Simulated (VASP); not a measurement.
# Mg (P6/mmm) in VASP: further runs, part 2 of 2

VASP 6.6.1. Earlier steps stand in the parts before.

**3. Single point, PBE (strained)**

File INCAR:

```
PREC = Accurate
ENCUT = 600
EDIFF = 1E-6
ISMEAR = 0
SIGMA = 0.1
LREAL = False
LASPH = True
NELM = 120
ALGO = Normal
ISIF = 2
LWAVE = False
LCHARG = False
GGA = PE
NBANDS = 7
GGA_COMPAT = False
```

File KPOINTS:

```
regular mesh
0
Gamma
  15 15 14
```

File POSCAR:

```
Mg
1.0
    3.0756782948      0.0000000000      0.0000000000
   -1.5378391475      2.6636155372      0.0000000000
    0.0000000000      0.0000000000      2.7961352373
Mg
1
Direct
    0.0000000000      0.0000000000      0.0000000000
```

Potentials or basis: VASP PAW PBE potentials, release 64 (Mg).

Run with:

```console
cat potpaw_PBE.64/Mg/POTCAR > POTCAR
mpirun -np 1 vasp_std > vasp.out
```

OUTCAR:

```text
PREC = Accurate
   ENCUT = 600
   EDIFF = 1E-6
   ISMEAR = 0
   LREAL = False
   LASPH = True
   NELM = 120
   ISIF = 2
   GGA = PE

 ion  position               nearest neighbor table
   1  0.000  0.000  0.000-

  LATTYP: Found a hexagonal cell.
 ALAT       =     3.0756782948
 C/A-ratio  =     0.9091117371

  Lattice vectors:

 A1 = (   3.0756782948,   0.0000000000,   0.0000000000)
 A2 = (  -1.5378391475,   2.6636155372,   0.0000000000)
 A3 = (   0.0000000000,   0.0000000000,   2.7961352373)

Analysis of symmetry for initial positions (statically):
=====================================================================
 Subroutine PRICEL returns:
 Original cell was already a primitive cell.

 Routine SETGRP: Setting up the symmetry group for a
 hexagonal supercell.

 Subroutine GETGRP returns: Found 24 space group operations
 (whereof 24 operations were pure point group operations)
 out of a pool of 24 trial point group operations.

The static configuration has the point symmetry D_6h.

Analysis of symmetry for dynamics (positions and initial velocities):
=====================================================================
 Subroutine PRICEL returns:
 Original cell was already a primitive cell.

 Routine SETGRP: Setting up the symmetry group for a
 hexagonal supercell.

 Subroutine GETGRP returns: Found 24 space group operations
 (whereof 24 operations were pure point group operations)
 out of a pool of 24 trial point group operations.

The dynamic configuration has the point symmetry D_6h.

 Subroutine INISYM returns: Found 24 space group operations
 (whereof 24 operations are pure point group operations),
 and found     1 'primitive' translations

----------------------------------------------------------------------------------------

                                     Primitive cell

  volume of cell :      22.9071

  direct lattice vectors                    reciprocal lattice vectors
     3.075678295  0.000000000  0.000000000     0.325131533  0.187714778  0.000000000
    -1.537839147  2.663615537  0.000000000     0.000000000  0.375429557  0.000000000
     0.000000000  0.000000000  2.796135237     0.000000000  0.000000000  0.357636493

  length of vectors
     3.075678295  3.075678295  2.796135237     0.375429557  0.375429557  0.357636493

  position of ions in fractional coordinates (direct lattice)
     0.000000000  0.000000000  0.000000000

  ion indices of the primitive-cell ions
   primitive index   ion index
                 1           1

----------------------------------------------------------------------------------------

 KPOINTS: regular mesh

Automatic generation of k-mesh.
 Grid dimensions read from file:
 generate k-points for:   15   15   14

 Generating k-lattice:

  Cartesian coordinates                     Fractional coordinates (reciprocal lattice)
     0.021675436  0.012514319  0.000000000     0.066666667  0.000000000  0.000000000
     0.000000000  0.025028637  0.000000000     0.000000000  0.066666667  0.000000000
     0.000000000  0.000000000  0.025545464     0.000000000  0.000000000  0.071428571

  Length of vectors
     0.025028637  0.025028637  0.025545464

  Shift w.r.t. Gamma in fractional coordinates (k-lattice)
     0.000000000  0.000000000  0.000000000

 Subroutine IBZKPT returns following result:
 ===========================================

 Found    216 irreducible k-points:

 Following reciprocal coordinates:
            Coordinates               Weight
  0.000000  0.000000  0.000000      1.000000
  0.066667 -0.000000  0.000000      6.000000
  0.133333 -0.000000  0.000000      6.000000
  0.200000  0.000000  0.000000      6.000000
  0.266667 -0.000000  0.000000      6.000000
  0.333333 -0.000000  0.000000      6.000000
[... 16 lines left out ...]
  0.333333  0.200000  0.000000     12.000000
  0.400000  0.200000  0.000000      6.000000
 [... further k-points ...]
   k-points           NKPTS =    216   k-points in BZ     NKDIM =    216   number of bands    NBANDS=      7
   number of dos      NEDOS =    301   number of ions     NIONS =      1
   total plane-waves  NPLWV =  18816
   dimension x,y,z NGX =    28 NGY =   28 NGZ =   24
   dimension x,y,z NGXF=    56 NGYF=   56 NGZF=   48
   ions per type =               1
   NGX,Y,Z   is equivalent  to a cutoff of  15.13, 15.13, 14.27 a.u.
   NGXF,Y,Z  is equivalent  to a cutoff of  30.27, 30.27, 28.54 a.u.
 SYSTEM =  unknown system
   PREC   = accura    normal or accurate (medium, high low for compatibility)
   ISTART =      0    job   : 0-new  1-cont  2-samecut
   ICHARG =      2    charge: 1-file 2-atom 10-const
   ISPIN  =      1    spin polarized calculation?
   LNONCOLLINEAR =      F non collinear calculations
   LSORBIT =      F    spin-orbit coupling
   LASPH  =      T    aspherical Exc in radial PAW
   ENCUT  =  600.0 eV  44.10 Ry    6.64 a.u.   6.14  6.14  5.58*2*pi/ulx,y,z
   NELM   =    120;   NELMIN=  2; NELMDL= -5     # of ELM steps
   EDIFF  = 0.1E-05   stopping-criterion for ELM
   LREAL  =      F    real-space projection
   EDIFFG = 0.1E-04   stopping-criterion for IOM
   NSW    =      0    number of steps for IOM
   IBRION =     -1    ionic relax: 0-MD 1-quasi-New 2-CG
   NFREE  =      0    steps in history (QN), initial steepest desc. (CG)
   ISIF   =      2    stress and relaxation
   ISYM   =      2    0-nonsym 1-usesym 2-fastsym
   POTIM  = 0.5000    time-step for ionic-motion
   TEBEG  =    0.0;   TEEND  =   0.0 temperature during run
   PSTRESS=    0.0 pullay stress
   NELECT =       2.0000    total number of electrons
   NUPDOWN=      -1.0000    fix difference up-down
   EMIN   =  10.00;   EMAX   =-10.00  energy-range for DOS
   EFERMI =   0.00;   METHOD = LEGACY
   ISMEAR =     0;   SIGMA  =   0.10  broadening in eV -4-tet -1-fermi 0-gaus
   EFERMI_NEDOS =   21; number of points for ismear=-14 and -15
   IALGO  =     38    algorithm
   IMIX   =      4    mixing-type and parameters
     AMIX     =   0.40;   BMIX     =  1.00
     AMIX_MAG =   1.60;   BMIX_MAG =  1.00
  volume/ion in A,a.u.               =      22.91       154.58
  Fermi-wavevector in a.u.,A,eV,Ry     =   0.726264  1.372440  7.176524  0.527460
  Thomas-Fermi vector in A             =   1.817194
   LORBIT       =      0    0 simple, 1 ext, 2 COOP (PROOUT), +10 PAW based schemes
   GGA     = PE    functional components
   LHFCALC =     F    Hartree Fock is set to
   AEXX    =    0.0000 exact exchange contribution
   IVDW    =     0    specifies the selected vdW correction
   LEPSILON=     F    determine dielectric tensor
   LRPA    =     F    only Hartree local field effects (RPA)
 non-spin polarized calculation
 Gauss-broadening in eV      SIGMA  =   0.10
  energy-cutoff  :      600.00
  volume of cell :       22.91
 maximum number of plane-waves:       780
 NGX is ok and might be reduce to    28
   NGX = 13   NGY = 13   NGZ = 11

 number of electron       2.0000000 magnetization

 Free energy of the ion-electron system (eV)
  ---------------------------------------------------
  ext. energy  EPLUGINS =         0.00000000
  ---------------------------------------------------
  free energy    TOTEN  =        -1.22177826 eV

  energy without entropy =       -1.21915340  energy(sigma->0) =       -1.22046583

 E-fermi :   2.6562     XC(G=0):  -8.4857

 val. band max:        2.6425982627   @ k =   0.3333   0.2667   0.0000
 cond. band min:       2.6566373741   @ k =   0.3333   0.1333   0.4286
 fundamental gap:      0.0140391114
 Fermi energy:         2.6562028000

 k-point     1 :       0.0000    0.0000    0.0000
  band No.  band energies     occupation
      1      -4.3053      2.00000
      2      11.8945      0.00000
      3      14.0795      0.00000
      4      14.6642      0.00000
      5      14.6642      0.00000
      6      15.5459      0.00000
      7      15.5459      0.00000
[... 221 lines left out ...]
 k-point    24 :       0.4000    0.2000    0.0000
  band No.  band energies     occupation
      1       1.3133      2.00000
      2       1.6625      2.00000
      3       5.5038      0.00000
      4      16.1940      0.00000
      5      18.4876      0.00000
      6      19.3928      0.00000
      7      20.3678      0.00000

 [... further k-points ...]

------------------------ aborting loop because EDIFF is reached ----------------------------------------

  FORCE on cell =-STRESS in cart. coord.  units (eV):
  Direction    XX          YY          ZZ          XY          YZ          ZX
  --------------------------------------------------------------------------------------
  -------------------------------------------------------------------------------------
  Total        0.0990050      0.0990050      1.2966833     -0.0000000     -0.0000000      0.0000000
  in kB        6.9246394      6.9246394     90.6930245     -0.0000000     -0.0000000      0.0000000
  external PRESSURE =      34.8474344 kB  Pullay stress =       0.0000000 kB

 VOLUME and BASIS-vectors are now :
 -----------------------------------------------------------------------------
  energy-cutoff  :      600.00
  volume of cell :       22.91
      direct lattice vectors                 reciprocal lattice vectors
     3.075678295  0.000000000  0.000000000     0.325131533  0.187714778  0.000000000
    -1.537839147  2.663615537  0.000000000     0.000000000  0.375429557  0.000000000
     0.000000000  0.000000000  2.796135237     0.000000000  0.000000000  0.357636493

 POSITION                                       TOTAL-FORCE (eV/Angst)
 -----------------------------------------------------------------------------------
      0.00000      0.00000      0.00000         0.000000      0.000000      0.000000
 -----------------------------------------------------------------------------------
    total drift:                               -0.000000     -0.000000      0.000000

  FREE ENERGIE OF THE ION-ELECTRON SYSTEM (eV)
  ---------------------------------------------------
  free  energy   TOTEN  =        -1.2217782638 eV

  energy  without entropy=       -1.2191533972  energy(sigma->0) =       -1.22046583
```

Run time: 16 s. Hardware: 1 thread of Intel Xeon Platinum 8488C (Sapphire Rapids), shared host; peak memory 0.17 GiB.

Results:

* Free energy: -1.2218 eV
* Pressure: 3.5 GPa
* Band gap on the k mesh: zero (bands 1 and 2 overlap by 5.76 eV)

Caveat: the cell differs from its parent crystal (strained); the cell stands under pressure.

**4. Single point, PBE (strained)**

File INCAR:

```
SYSTEM = Mg
ALGO     = Normal         ! electronic algorithm
EDIFF    = 1E-6           ! SCF threshold, eV
ENCUT    = 600            ! plane-wave cutoff, eV
GGA      = PE             ! functional
GGA_COMPAT= .FALSE.      
ISIF     = 2              ! what is computed and relaxed
ISMEAR   = 0              ! smearing method
LASPH    = .TRUE.         ! aspherical terms in the spheres
LCHARG   = .FALSE.        ! write CHGCAR
LREAL    = .FALSE.        ! projectors in reciprocal space
LWAVE    = .FALSE.        ! write WAVECAR
NBANDS   = 7              ! bands
NELM     = 120            ! most SCF steps
PREC     = Accurate       ! precision mode
SIGMA    = 0.1            ! smearing width, eV
```

File KPOINTS:

```
k-points
0
G
  15 15 14
  0 0 0
```

File POSCAR:

```
Mg
1.0
    3.0782405467      0.0000000000      0.0000000000
   -1.5391202734      2.6658345124      0.0000000000
    0.0000000000      0.0000000000      2.9813831550
Mg
1
Direct
    0.0000000000      0.0000000000      0.0000000000
```

Run with:

```console
cat potpaw_PBE.64/Mg/POTCAR > POTCAR
mpirun -np 1 vasp_std > vasp.out
```

Run time: 16 s. Hardware: 1 thread of Intel Xeon Platinum 8488C (Sapphire Rapids), shared host; peak memory 0.18 GiB.

It converged, with:

```yaml
Free_energy: -1.2730 eV
Pressure: 1.1 GPa
Band_gap_on_the_k_mesh: zero (bands 1 and 2 overlap by 5.47 eV)
```

Stress tensor (GPa, compression positive):
```
0.45 0.00 0.00
0.00 0.45 0.00
0.00 0.00 2.49
```

Levels at points of the mesh, in eV from the Fermi level:
```
           k point  band 1  band 2  band 3  band 4  band 5
(0.00, 0.00, 0.00)   -6.68    8.34    9.40   12.26   12.26
(0.00, 0.00, 0.50)   -2.75   -2.30   14.65   14.65   15.78
```

Caveat: the cell differs from its parent crystal (strained).

**5. Single point, PBE (strained)**

File INCAR:

```
PREC = Accurate ; ENCUT = 600
EDIFF = 1E-6 ; ISMEAR = 0
SIGMA = 0.1 ; LREAL = False
LASPH = True ; NELM = 120
ALGO = Normal ; ISIF = 2
LWAVE = False ; LCHARG = True
GGA = PE ; LELF = True
LVHAR = True ; NBANDS = 7
GGA_COMPAT = False
```

File KPOINTS:

```
regular mesh
0
Gamma
  15 15 14
```

File POSCAR:

```
Mg
1.0
    3.0357803734      0.0000000000      0.0000000000
   -1.5178901868      2.6290629237      0.0000000000
    0.0000000000      0.0000000000      3.1216892703
Mg
1
Direct
    0.0000000000      0.0000000000      0.0000000000
```

Run with:

```console
cat potpaw_PBE.64/Mg/POTCAR > POTCAR
mpirun -np 1 vasp_std > vasp.out
```

It took 12 s on 1 thread of Intel Xeon Platinum 8488C (Sapphire Rapids), shared host; peak memory 0.17 GiB.

The run converged. Its results:

* Free energy: -1.2737 eV
* Pressure: 1.0 GPa
* Band gap on the k mesh: zero (bands 1 and 2 overlap by 5.28 eV)

Stress tensor (GPa, compression positive):
```
 1.90  0.00  0.00
 0.00  1.90  0.00
 0.00  0.00 -0.73
```

Levels at points of the mesh, in eV from the Fermi level:
```
           k point  band 1  band 2  band 3  band 4  band 5
(0.00, 0.00, 0.00)   -6.57    7.60    8.03   12.77   12.77
(0.00, 0.00, 0.50)   -3.18   -2.36   14.72   14.72   16.45
```

Caveat: the cell differs from its parent crystal (strained).

**6. The runs side by side**

| cell | gap on the mesh (eV) | pressure (GPa) |
| --- | --- | --- |
| a = 3.011, b = 3.011, c = 2.914 Å, angles 90.0, 90.0, 120.0°, 1 atom | none | 3.6 |
| a = 3.076, b = 3.076, c = 2.796 Å, angles 90.0, 90.0, 120.0°, 1 atom | none | 3.5 |
| a = 3.078, b = 3.078, c = 2.981 Å, angles 90.0, 90.0, 120.0°, 1 atom | none | 1.1 |
| a = 3.036, b = 3.036, c = 3.122 Å, angles 90.0, 90.0, 120.0°, 1 atom | none | 1.0 |

Alike in all rows: task single point; level PBE; potentials or basis VASP PAW PBE potentials, release 64 (Mg); no spin polarisation; k mesh 15 × 15 × 14; cutoff (eV) 600; smearing gaussian 0.1 eV.

Caveats: the cell stands under pressure (at least some runs).

Absolute energies hang on the potentials; compare differences alone.
